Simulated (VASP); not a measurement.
Write the native input for VASP 6.6.1 that does the following.

```
Task                   : single point
Functional             : LDA
Potentials or basis    : VASP PAW LDA potentials, release 64 (Te, Nb_sv)
Cutoff                 : 500 eV
k mesh                 : 10 × 10 × 9
Occupations            : fermi-dirac, width 0.05 eV
Spin                   : no spin polarisation
Dipole correction      : no
Further INCAR settings : ALGO = Normal; EDIFF = 1e-06; NBANDS = 16
```

The structure of NbTe lies in POSCAR:

```
NbTe
1.0
    3.7756001657      0.0000000000      0.0000000000
   -1.8878000828      3.2697656581      0.0000000000
    0.0000000000      0.0000000000      3.7666649043
Te Nb
1 1
Direct
    0.6666666667      0.3333333333      0.0000000000
    0.0000000000      0.0000000000      0.5000000000
```

These files were run (other wordings do the same):

INCAR

```
SYSTEM = NbTe
  ALGO = Normal
  EDIFF = 1E-6
  ENCUT = 500
  GGA_COMPAT = .FALSE.
  ISIF = 2
  ISMEAR = -1
  LASPH = .TRUE.
  LCHARG = .FALSE.
  LREAL = .FALSE.
  LWAVE = .FALSE.
  NBANDS = 16
  NELM = 120
  PREC = Accurate
  SIGMA = 0.05
```

KPOINTS

```
k-points
0
G
  10 10 9
  0 0 0
```

Potentials or basis: VASP PAW LDA potentials, release 64 (Te, Nb_sv).

Command:

```bash
$ cat potpaw_LDA.64/Te/POTCAR potpaw_LDA.64/Nb_sv/POTCAR > POTCAR
$ mpirun -np 1 vasp_std > vasp.out
```

Results of the run:

* Pressure: -12.8 GPa
* Band gap on the k mesh: zero (an odd number of electrons rules out a gap without spin polarisation)

Caveat: the cell stands under tension; spin-orbit coupling is left out, which moves the levels of the heavy elements; an odd number of electrons without spin polarisation forces a metal; a magnetic or distorted state may lie lower.

It took 56 s on 1 thread of Intel(R) Xeon(R) Platinum 8259CL CPU @ 2.50GHz (Skylake/Cascade Lake) (shared host), peak memory 0.17 GiB.
